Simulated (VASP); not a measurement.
Set up this calculation in VASP 6.6.1, as the native input.

| Quantity | Value |
| --- | --- |
| Task | single point |
| Functional | LDA |
| Potentials or basis | VASP PAW LDA potentials, release 64 (W_sv) |
| Cutoff | 520 eV |
| k mesh | 20 × 20 × 20 |
| Occupations | gaussian, width 0.15 eV |
| Spin | no spin polarisation |
| Dipole correction | no |
| Further INCAR settings | ALGO = Fast; EDIFF = 1e-07; NBANDS = 13 |

The structure of W lies in POSCAR:

```
W
1.0
   -1.6935242749      1.5837588126      1.5837588126
    1.5837588126     -1.6935242749      1.5837588126
    1.5837588126      1.5837588126     -1.6935242749
W
1
Direct
    0.0000000000      0.0000000000      0.0000000000
```

One way to write it, as run:

INCAR

```
  PREC = Accurate
  ENCUT = 520
  EDIFF = 1E-7
  ISMEAR = 0
  SIGMA = 0.15
  LREAL = F
  LASPH = T
  NELM = 80
  ALGO = Fast
  ISIF = 2
  LWAVE = F
  LCHARG = F
  NBANDS = 13
```

KPOINTS

```
regular mesh
0
Gamma
  20 20 20
```

Potentials or basis: VASP PAW LDA potentials, release 64 (W_sv).

Command:

```console
$ cat potpaw_LDA.64/W_sv/POTCAR > POTCAR
$ mpirun -np 1 vasp_std > vasp.out
```

It gave:

| Item | Value |
| --- | --- |
| Pressure | -3.6 GPa |
| Band gap on the k mesh | zero (bands 7 and 8 overlap by 5.47 eV) |

Caveat: the cell stands under tension; spin-orbit coupling is left out, which moves the levels of the heavy elements.

It took 5.9 min on 1 thread of AMD EPYC 7R13 (shared host), peak memory 0.23 GiB.
